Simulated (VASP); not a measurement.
# CsCl (Pm-3m) in VASP: a series of runs

CsCl is run at these levels: PBE, r2SCAN; tasks: single point.

Everything below comes from runs of VASP 6.6.1. Logs are shortened: lines on timing, memory, paths and dates and some standing lists are left out, and cuts for length are marked.

**1. The cell of the first run**

The structure is cubic, space group Pm-3m (No. 221). The conventional cell has a = 4.245 Å, b = 4.245 Å, c = 4.245 Å, α = 90.00°, β = 90.00°, γ = 90.00°. Cs (site symmetry m-3m) has 8 Cl at 3.68 Å and 6 Cs at 4.24 Å within 4.8 Å. Within 4.8 Å of Cl (site symmetry m-3m) lie 8 Cs at 3.68 Å and 6 Cl at 4.24 Å.

**2. Single point, PBE (38.24 Å³/atom)**

The input, INCAR:

```
SYSTEM = CsCl
PREC = Accurate ; ENCUT = 500
EDIFF = 1E-6 ; ISMEAR = 0
SIGMA = 0.01 ; LREAL = .FALSE.
LASPH = .TRUE. ; NELM = 120
ALGO = Normal ; ISIF = 2
LWAVE = .FALSE. ; LCHARG = .FALSE.
GGA = PE ; NBANDS = 15
GGA_COMPAT = .FALSE.
```

The input, KPOINTS:

```
Automatic mesh
0
G
  6 6 6
  0 0 0
```

The input, POSCAR:

```
CsCl
1.0
    4.2445448568      0.0000000000      0.0000000000
    0.0000000000      4.2445448568      0.0000000000
    0.0000000000      0.0000000000      4.2445448568
Cs Cl
1 1
Direct
    0.0000000000      0.0000000000      0.0000000000
    0.5000000000      0.5000000000      0.5000000000
```

Potentials or basis: VASP PAW PBE potentials, release 64 (Cs_sv, Cl).

On the command line:

```
> cat potpaw_PBE.64/Cs_sv/POTCAR potpaw_PBE.64/Cl/POTCAR > POTCAR
> mpirun -np 1 vasp_std > vasp.out
```

OUTCAR:

```text
SYSTEM = CsCl
   PREC = Accurate
   ENCUT = 500
   EDIFF = 1E-6
   ISMEAR = 0
   LREAL = .FALSE.
   LASPH = .TRUE.
   NELM = 120
   ISIF = 2
   GGA = PE

 ion  position               nearest neighbor table
   1  0.000  0.000  0.000-
   2  0.500  0.500  0.500-

  LATTYP: Found a simple cubic cell.
 ALAT       =     4.2445448568

  Lattice vectors:

 A1 = (   4.2445448568,   0.0000000000,   0.0000000000)
 A2 = (   0.0000000000,   4.2445448568,   0.0000000000)
 A3 = (   0.0000000000,   0.0000000000,   4.2445448568)

Analysis of symmetry for initial positions (statically):
=====================================================================
 Subroutine PRICEL returns:
 Original cell was already a primitive cell.

 Routine SETGRP: Setting up the symmetry group for a
 simple cubic supercell.

 Subroutine GETGRP returns: Found 48 space group operations
 (whereof 48 operations were pure point group operations)
 out of a pool of 48 trial point group operations.

The static configuration has the point symmetry O_h .

Analysis of symmetry for dynamics (positions and initial velocities):
=====================================================================
 Subroutine PRICEL returns:
 Original cell was already a primitive cell.

 Routine SETGRP: Setting up the symmetry group for a
 simple cubic supercell.

 Subroutine GETGRP returns: Found 48 space group operations
 (whereof 48 operations were pure point group operations)
 out of a pool of 48 trial point group operations.

The dynamic configuration has the point symmetry O_h .

 Subroutine INISYM returns: Found 48 space group operations
 (whereof 48 operations are pure point group operations),
 and found     1 'primitive' translations

----------------------------------------------------------------------------------------

                                     Primitive cell

  volume of cell :      76.4704

  direct lattice vectors                    reciprocal lattice vectors
     4.244544857  0.000000000  0.000000000     0.235596521  0.000000000  0.000000000
     0.000000000  4.244544857  0.000000000     0.000000000  0.235596521  0.000000000
     0.000000000  0.000000000  4.244544857     0.000000000  0.000000000  0.235596521

  length of vectors
     4.244544857  4.244544857  4.244544857     0.235596521  0.235596521  0.235596521

  position of ions in fractional coordinates (direct lattice)
     0.000000000  0.000000000  0.000000000
     0.500000000  0.500000000  0.500000000

  ion indices of the primitive-cell ions
[... 80 lines left out ...]
   PSTRESS=    0.0 pullay stress
   NELECT =      16.0000    total number of electrons
   NUPDOWN=      -1.0000    fix difference up-down
   EMIN   =  10.00;   EMAX   =-10.00  energy-range for DOS
   EFERMI =   0.00;   METHOD = LEGACY
   ISMEAR =     0;   SIGMA  =   0.01  broadening in eV -4-tet -1-fermi 0-gaus
   EFERMI_NEDOS =   21; number of points for ismear=-14 and -15
   IALGO  =     38    algorithm
   IMIX   =      4    mixing-type and parameters
     AMIX     =   0.40;   BMIX     =  1.00
     AMIX_MAG =   1.60;   BMIX_MAG =  1.00
  volume/ion in A,a.u.               =      38.24       258.02
  Fermi-wavevector in a.u.,A,eV,Ry     =   0.971890  1.836605 12.851653  0.944570
  Thomas-Fermi vector in A             =   2.102144
   LORBIT       =      0    0 simple, 1 ext, 2 COOP (PROOUT), +10 PAW based schemes
   GGA     = PE    functional components
   LHFCALC =     F    Hartree Fock is set to
   AEXX    =    0.0000 exact exchange contribution
   IVDW    =     0    specifies the selected vdW correction
   LEPSILON=     F    determine dielectric tensor
   LRPA    =     F    only Hartree local field effects (RPA)
 non-spin polarized calculation
 Gauss-broadening in eV      SIGMA  =   0.01
  energy-cutoff  :      500.00
  volume of cell :       76.47
 maximum number of plane-waves:      1980
 NGX is ok and might be reduce to    32
   NGX = 15   NGY = 15   NGZ = 15

 number of electron      15.9999994 magnetization

 Free energy of the ion-electron system (eV)
  ---------------------------------------------------
  ext. energy  EPLUGINS =         0.00000000
  ---------------------------------------------------
  free energy    TOTEN  =        -6.53947266 eV

  energy without entropy =       -6.53947266  energy(sigma->0) =       -6.53947266

 E-fermi :  -0.6812     XC(G=0):  -7.8648

 val. band max:       -0.7435171948   @ k =   0.0000   0.0000   0.0000
 cond. band min:       4.1405257425   @ k =   0.0000   0.0000   0.0000
 fundamental gap:      4.8840429373
 Fermi energy:        -0.6812242125

 k-point     1 :       0.0000    0.0000    0.0000
  band No.  band energies     occupation
      1     -20.2608      2.00000
      2     -12.8120      2.00000
      3      -6.8020      2.00000
      4      -6.8020      2.00000
      5      -6.8020      2.00000
      6      -0.7435      2.00000
      7      -0.7435      2.00000
      8      -0.7435      2.00000
      9       4.1405      0.00000
     10       4.7076      0.00000
     11       4.7076      0.00000
     12       8.9599      0.00000
     13       8.9599      0.00000
     14       8.9599      0.00000
[... 329 lines left out ...]
      2     -12.6746      2.00000
      3      -7.2348      2.00000
      4      -7.2348      2.00000
      5      -7.2348      2.00000
      6      -1.6412      2.00000
      7      -1.6412      2.00000
      8      -1.6412      2.00000
      9       7.3765      0.00000
     10       7.3765      0.00000
     11       7.3765      0.00000
     12       9.2884      0.00000
     13       9.2884      0.00000
     14       9.2884      0.00000
     15      11.0605      0.00000

------------------------ aborting loop because EDIFF is reached ----------------------------------------

  FORCE on cell =-STRESS in cart. coord.  units (eV):
  Direction    XX          YY          ZZ          XY          YZ          ZX
  --------------------------------------------------------------------------------------
  -------------------------------------------------------------------------------------
  Total       -0.1745817     -0.1745817     -0.1745817      0.0000000     -0.0000000      0.0000000
  in kB       -3.6577656     -3.6577656     -3.6577656      0.0000000     -0.0000000      0.0000000
  external PRESSURE =      -3.6577656 kB  Pullay stress =       0.0000000 kB

 VOLUME and BASIS-vectors are now :
 -----------------------------------------------------------------------------
  energy-cutoff  :      500.00
  volume of cell :       76.47
      direct lattice vectors                 reciprocal lattice vectors
     4.244544857  0.000000000  0.000000000     0.235596521  0.000000000  0.000000000
     0.000000000  4.244544857  0.000000000     0.000000000  0.235596521  0.000000000
     0.000000000  0.000000000  4.244544857     0.000000000  0.000000000  0.235596521

 POSITION                                       TOTAL-FORCE (eV/Angst)
 -----------------------------------------------------------------------------------
      0.00000      0.00000      0.00000         0.000000      0.000000      0.000000
      2.12227      2.12227      2.12227         0.000000      0.000000      0.000000
 -----------------------------------------------------------------------------------
    total drift:                                0.000000      0.000000     -0.000000

  FREE ENERGIE OF THE ION-ELECTRON SYSTEM (eV)
  ---------------------------------------------------
  free  energy   TOTEN  =        -6.5394726557 eV

  energy  without entropy=       -6.5394726557  energy(sigma->0) =       -6.53947266
```

OSZICAR:

```text
N       E                     dE             d eps       ncg     rms          rms(c)
DAV:   1     0.910317888775E+02    0.91032E+02   -0.63887E+03   600   0.876E+02
DAV:   2     0.224417207031E+00   -0.90807E+02   -0.82452E+02   935   0.157E+02
DAV:   3    -0.692091598103E+01   -0.71453E+01   -0.71220E+01   768   0.485E+01
DAV:   4    -0.698666140800E+01   -0.65745E-01   -0.65737E-01   733   0.572E+00
DAV:   5    -0.698745786551E+01   -0.79646E-03   -0.79645E-03   817   0.635E-01    0.233E+00
DAV:   6    -0.658850406505E+01    0.39895E+00   -0.46444E-01   747   0.361E+00    0.167E+00
DAV:   7    -0.653897413084E+01    0.49530E-01   -0.14461E-01   761   0.196E+00    0.111E+00
DAV:   8    -0.653945002890E+01   -0.47590E-03   -0.19325E-02   712   0.878E-01    0.235E-01
DAV:   9    -0.653920424793E+01    0.24578E-03   -0.29216E-03   768   0.279E-01    0.108E-01
DAV:  10    -0.653946389828E+01   -0.25965E-03   -0.39278E-04   663   0.141E-01    0.119E-02
DAV:  11    -0.653947212739E+01   -0.82291E-05   -0.19696E-05   754   0.293E-02    0.132E-02
DAV:  12    -0.653947265574E+01   -0.52835E-06   -0.90916E-06   733   0.175E-02
   1 F= -.65394727E+01 E0= -.65394727E+01  d E =-.110068E-20
```

stdout:

```text
POSCAR found type information on POSCAR CsCl
 POSCAR found :  2 types and       2 ions
 scaLAPACK will be used
 LDA part: xc-table for (Slater+PW92), standard interpolation
 POSCAR, INCAR and KPOINTS ok, starting setup
 FFT: planning ... GRIDC
 FFT: planning ... GRID_SOFT
 FFT: planning ... GRID
 WAVECAR not read
 entering main loop
```

It took 17 s on 1 thread of Intel Xeon 8259CL, shared host; peak memory 0.18 GiB.

What came out:

* Free energy: -6.5395 eV
* Pressure: -0.4 GPa
* Band gap on the k mesh: 4.88 eV

Levels at points of the mesh, in eV from the valence-band top:
```tsv
k point	band 6	band 7	band 8	band 9	band 10	band 11
(0.00, 0.00, 0.00)	0.00	0.00	0.00	4.88	5.45	5.45
(0.50, 0.00, 0.00)	-1.00	-0.17	-0.17	6.36	7.19	8.33
(0.50, 0.50, 0.00)	-0.41	-0.41	-0.02	5.85	5.94	7.86
(0.50, 0.50, 0.50)	-0.90	-0.90	-0.90	8.12	8.12	8.12
```

Caveat: spin-orbit coupling is left out, which moves the levels of the heavy elements.

**3. Single point, PBE (39.35 Å³/atom)**

This run uses another cell than the first one, of 39.35 Å³/atom.

The input, INCAR:

```
SYSTEM = CsCl
  ALGO = Normal
  EDIFF = 1E-6
  ENCUT = 500
  GGA = PE
  GGA_COMPAT = .FALSE.
  ISIF = 2
  ISMEAR = 0
  LASPH = .TRUE.
  LCHARG = .FALSE.
  LREAL = .FALSE.
  LWAVE = .FALSE.
  NBANDS = 15
  NELM = 120
  PREC = Accurate
  SIGMA = 0.01
```

The input, KPOINTS:

```
k-points
0
G
  6 6 6
  0 0 0
```

The input, POSCAR:

```
CsCl
1.0
    4.2853602920      0.0000000000      0.0000000000
    0.0000000000      4.2853602920      0.0000000000
    0.0000000000      0.0000000000      4.2853602920
Cs Cl
1 1
Direct
    0.0000000000      0.0000000000      0.0000000000
    0.5000000000      0.5000000000      0.5000000000
```

Potentials or basis: VASP PAW PBE potentials, release 64 (Cs_sv, Cl).

On the command line:

```
> cat potpaw_PBE.64/Cs_sv/POTCAR potpaw_PBE.64/Cl/POTCAR > POTCAR
> mpirun -np 1 vasp_std > vasp.out
```

Wall time 20 s (1 thread of Intel Xeon 8259CL, shared host); peak memory 0.18 GiB.

Results (log left out):

- Free energy: -6.5326 eV
- Pressure: -0.7 GPa
- Band gap on the k mesh: 4.77 eV

Levels at points of the mesh, in eV from the valence-band top:
| k point | band 6 | band 7 | band 8 | band 9 | band 10 | band 11 |
| --- | --- | --- | --- | --- | --- | --- |
| (0.00, 0.00, 0.00) | 0.00 | 0.00 | 0.00 | 4.77 | 5.46 | 5.46 |
| (0.50, 0.00, 0.00) | -0.95 | -0.15 | -0.15 | 6.33 | 7.05 | 8.15 |
| (0.50, 0.50, 0.00) | -0.40 | -0.40 | -0.01 | 5.81 | 5.91 | 7.81 |
| (0.50, 0.50, 0.50) | -0.84 | -0.84 | -0.84 | 8.00 | 8.00 | 8.00 |

Caveat: spin-orbit coupling is left out, which moves the levels of the heavy elements.

**4. Single point, r2SCAN (33.27 Å³/atom)**

This run uses another cell than the first one, of 33.27 Å³/atom.

The input, POSCAR:

```
CsCl
1.0
    4.0523835502      0.0000000000      0.0000000000
    0.0000000000      4.0523835502      0.0000000000
    0.0000000000      0.0000000000      4.0523835502
Cs Cl
1 1
Direct
    0.0000000000      0.0000000000      0.0000000000
    0.5000000000      0.5000000000      0.5000000000
```

The input, INCAR.step1:

```
SYSTEM = CsCl
PREC = Accurate ; ENCUT = 550
ISMEAR = 0 ; SIGMA = 0.01
LREAL = .False. ; LASPH = .True.
NELM = 120 ; NBANDS = 15
GGA = PE ; ALGO = Normal
EDIFF = 1E-5 ; LWAVE = .True.
LCHARG = .False. ; GGA_COMPAT = .False.
```

The input, INCAR.step2:

```
SYSTEM = CsCl
PREC = Accurate ; ENCUT = 550
EDIFF = 1E-6 ; ISMEAR = 0
SIGMA = 0.01 ; LREAL = .False.
LASPH = .True. ; NELM = 120
ALGO = Normal ; ISIF = 2
LWAVE = .False. ; LCHARG = .True.
METAGGA = R2SCAN ; LMIXTAU = .True.
LELF = .True. ; LVHAR = .True.
NBANDS = 15 ; ISTART = 1
GGA_COMPAT = .False.
```

The input, KPOINTS:

```
Automatic mesh
0
Gamma
  6 6 6
  0 0 0
```

On the command line:

```
> cat potpaw_PBE.64/Cs_sv/POTCAR potpaw_PBE.64/Cl/POTCAR > POTCAR
> cp INCAR.step1 INCAR
> mpirun -np 1 vasp_std > vasp.out
> cp INCAR.step2 INCAR
> mpirun -np 1 vasp_std > vasp.out
```

Run time: 85 s. Hardware: 1 thread of Intel Xeon 8259CL, shared host; peak memory 0.19 GiB.

Results (log left out):

```yaml
Free_energy: -35.5049 eV
Pressure: 1.5 GPa
Band_gap_on_the_k_mesh: 5.84 eV
```

Levels at points of the mesh, in eV from the valence-band top:
| k point | band 5 | band 6 | band 7 | band 8 | band 9 | band 10 | band 11 | band 12 |
| --- | --- | --- | --- | --- | --- | --- | --- | --- |
| (0.00, 0.00, 0.00) | -5.90 | 0.00 | 0.00 | 0.00 | 5.84 | 5.84 | 6.33 | 10.92 |
| (0.50, 0.00, 0.00) | -5.72 | -1.26 | -0.29 | -0.29 | 6.96 | 8.57 | 9.88 | 10.03 |
| (0.50, 0.50, 0.00) | -5.62 | -0.44 | -0.44 | -0.10 | 6.61 | 6.69 | 8.69 | 8.69 |
| (0.50, 0.50, 0.50) | -6.50 | -1.24 | -1.24 | -1.24 | 9.42 | 9.42 | 9.42 | 11.64 |

Caveat: the PAW data sets were made with another functional, which shifts forces and pressure a little; spin-orbit coupling is left out, which moves the levels of the heavy elements. A k mesh can miss the band edges.

**5. Single point, r2SCAN (34.34 Å³/atom)**

This run uses another cell than the first one, of 34.34 Å³/atom.

The input, POSCAR:

```
CsCl
1.0
    4.0950433541      0.0000000000      0.0000000000
    0.0000000000      4.0950433541      0.0000000000
    0.0000000000      0.0000000000      4.0950433541
Cs Cl
1 1
Direct
    0.0000000000      0.0000000000      0.0000000000
    0.5000000000      0.5000000000      0.5000000000
```

The input, INCAR.step1:

```
SYSTEM = CsCl
ALGO = Normal ; EDIFF = 1E-5
ENCUT = 550 ; GGA = PE
GGA_COMPAT = .False. ; ISMEAR = 0
LASPH = .True. ; LCHARG = .False.
LREAL = .False. ; LWAVE = .True.
NBANDS = 15 ; NELM = 120
PREC = Accurate ; SIGMA = 0.01
```

The input, INCAR.step2:

```
SYSTEM = CsCl
ALGO = Normal ; EDIFF = 1E-6
ENCUT = 550 ; GGA_COMPAT = .False.
ISIF = 2 ; ISMEAR = 0
ISTART = 1 ; LASPH = .True.
LCHARG = .True. ; LELF = .True.
LMIXTAU = .True. ; LREAL = .False.
LVHAR = .True. ; LWAVE = .False.
METAGGA = R2SCAN ; NBANDS = 15
NELM = 120 ; PREC = Accurate
SIGMA = 0.01
```

The input, KPOINTS:

```
k-points
0
Gamma
  6 6 6
  0 0 0
```

On the command line:

```
> cat potpaw_PBE.64/Cs_sv/POTCAR potpaw_PBE.64/Cl/POTCAR > POTCAR
> cp INCAR.step1 INCAR
> mpirun -np 1 vasp_std > vasp.out
> cp INCAR.step2 INCAR
> mpirun -np 1 vasp_std > vasp.out
```

It took 97 s on 1 thread of Intel Xeon 8259CL, shared host; peak memory 0.19 GiB.

The run converged. Its results:

```
Free energy            : -35.5195 eV
Pressure               : 0.7 GPa
Band gap on the k mesh : 5.88 eV
```

Levels at points of the mesh, in eV from the valence-band top:
```tsv
k point	band 4	band 5	band 6	band 7	band 8	band 9	band 10	band 11	band 12	band 13
(0.00, 0.00, 0.00)	-5.96	-5.96	0.00	0.00	0.00	5.88	5.88	6.16	10.82	10.82
(0.50, 0.00, 0.00)	-5.80	-5.80	-1.19	-0.26	-0.26	6.96	8.41	9.80	9.89	10.30
(0.50, 0.50, 0.00)	-6.78	-5.71	-0.44	-0.44	-0.07	6.59	6.67	8.66	8.66	13.03
(0.50, 0.50, 0.50)	-6.52	-6.52	-1.15	-1.15	-1.15	9.27	9.27	9.27	11.44	11.44
```

Caveat: the PAW data sets were made with another functional, which shifts forces and pressure a little; spin-orbit coupling is left out, which moves the levels of the heavy elements.

**6. Single point, r2SCAN**

This run uses another cell than the first one, of 35.40 Å³/atom.

The input, POSCAR:

```
CsCl
1.0
    4.1368323970      0.0000000000      0.0000000000
    0.0000000000      4.1368323970      0.0000000000
    0.0000000000      0.0000000000      4.1368323970
Cs Cl
1 1
Direct
    0.0000000000      0.0000000000      0.0000000000
    0.5000000000      0.5000000000      0.5000000000
```

The input, INCAR.step1:

```
PREC = Accurate ; ENCUT = 550
ISMEAR = 0 ; SIGMA = 0.01
LREAL = False ; LASPH = True
NELM = 120 ; NBANDS = 15
GGA = PE ; ALGO = Normal
EDIFF = 1E-5 ; LWAVE = True
LCHARG = False ; GGA_COMPAT = False
```

The input, INCAR.step2:

```
PREC = Accurate ; ENCUT = 550
EDIFF = 1E-6 ; ISMEAR = 0
SIGMA = 0.01 ; LREAL = False
LASPH = True ; NELM = 120
ALGO = Normal ; ISIF = 2
LWAVE = False ; LCHARG = False
METAGGA = R2SCAN ; LMIXTAU = True
NBANDS = 15 ; ISTART = 1
GGA_COMPAT = False
```

The input, KPOINTS:

```
regular mesh
0
Gamma
  6 6 6
```

Potentials or basis: VASP PAW PBE potentials, release 64 (Cs_sv, Cl).

On the command line:

```
> cat potpaw_PBE.64/Cs_sv/POTCAR potpaw_PBE.64/Cl/POTCAR > POTCAR
> cp INCAR.step1 INCAR
> mpirun -np 1 vasp_std > vasp.out
> cp INCAR.step2 INCAR
> mpirun -np 1 vasp_std > vasp.out
```

Run time: 91 s. Hardware: 1 thread of Intel Xeon 8259CL, shared host; peak memory 0.19 GiB.

It converged, with:

* Free energy: -35.5251 eV
* Pressure: 0.1 GPa
* Band gap on the k mesh: 5.91 eV

Levels at points of the mesh, in eV from the valence-band top:
| k point | band 4 | band 5 | band 6 | band 7 | band 8 | band 9 | band 10 | band 11 | band 12 | band 13 |
| --- | --- | --- | --- | --- | --- | --- | --- | --- | --- | --- |
| (0.00, 0.00, 0.00) | -6.02 | -6.02 | 0.00 | 0.00 | 0.00 | 5.91 | 5.91 | 6.01 | 10.71 | 10.71 |
| (0.50, 0.00, 0.00) | -5.88 | -5.88 | -1.13 | -0.23 | -0.23 | 6.94 | 8.26 | 9.59 | 9.89 | 10.17 |
| (0.50, 0.50, 0.00) | -6.78 | -5.79 | -0.43 | -0.43 | -0.06 | 6.55 | 6.64 | 8.62 | 8.62 | 12.77 |
| (0.50, 0.50, 0.50) | -6.54 | -6.54 | -1.08 | -1.08 | -1.08 | 9.14 | 9.14 | 9.14 | 11.26 | 11.26 |

Caveat: the PAW data sets were made with another functional, which shifts forces and pressure a little; spin-orbit coupling is left out, which moves the levels of the heavy elements.

**7. Overview**

| level | cell | cutoff (eV) | gap on the mesh (eV) | pressure (GPa) |
| --- | --- | --- | --- | --- |
| PBE | a = 4.245 Å, 2 atoms | 500 | 4.88 | -0.4 |
| PBE | a = 4.285 Å, 2 atoms | 500 | 4.77 | -0.7 |
| r2SCAN | a = 4.052 Å, 2 atoms | 550 | 5.84 | 1.5 |
| r2SCAN | a = 4.095 Å, 2 atoms | 550 | 5.88 | 0.7 |
| r2SCAN | a = 4.137 Å, 2 atoms | 550 | 5.91 | 0.1 |

Alike in all rows: task single point; potentials or basis VASP PAW PBE potentials, release 64 (Cs_sv, Cl); no spin polarisation; k mesh 6 × 6 × 6; smearing gaussian 0.01 eV.

Caveats: spin-orbit coupling is left out, which moves the levels of the heavy elements; the PAW data sets were made with another functional, which shifts forces and pressure a little (at least some runs).

Total energies depend on the potentials used, so only differences within one code and one set of settings carry meaning.
